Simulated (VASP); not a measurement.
Wanted: the native input for a VASP 6.6.1 run.

| Item | Value |
| --- | --- |
| Task | single point |
| Functional | PBE |
| Potentials or basis | VASP PAW PBE potentials, release 64 (Nb_sv) |
| Cutoff | 520 eV |
| k mesh | 46 × 46 × 46 |
| Occupations | fermi-dirac, width 0.0612256 eV |
| Spin | no spin polarisation |
| Dipole correction | no |
| Further INCAR settings | ALGO = Normal; EDIFF = 1e-06; NBANDS = 12 |

The structure of Nb lies in POSCAR:

```
Nb
1.0
   -1.6873705991      1.6873705991      1.6873705991
    1.6873705991     -1.6873705991      1.6873705991
    1.6873705991      1.6873705991     -1.6873705991
Nb
1
Direct
    0.0000000000      0.0000000000      0.0000000000
```

One way to write it, as run:

INCAR

```
PREC = Accurate ; ENCUT = 520
EDIFF = 1E-6 ; ISMEAR = -1
SIGMA = 0.06122561905347299 ; LREAL = False
LASPH = True ; NELM = 60
ALGO = Normal ; ISIF = 2
LWAVE = False ; LCHARG = False
GGA = PE ; NBANDS = 12
```

KPOINTS

```
Automatic mesh
0
Gamma
  46 46 46
```

Potentials or basis: VASP PAW PBE potentials, release 64 (Nb_sv).

The run is started by

```bash
$ cat potpaw_PBE.64/Nb_sv/POTCAR > POTCAR
$ mpirun -np 1 vasp_std > vasp.out
```

It gave:

* Pressure: -9.1 GPa

Run time: 4.3 min on 1 thread of Intel(R) Xeon(R) Platinum 8259CL CPU @ 2.50GHz (Skylake/Cascade Lake), with other jobs on the host, peak memory 0.62 GiB.
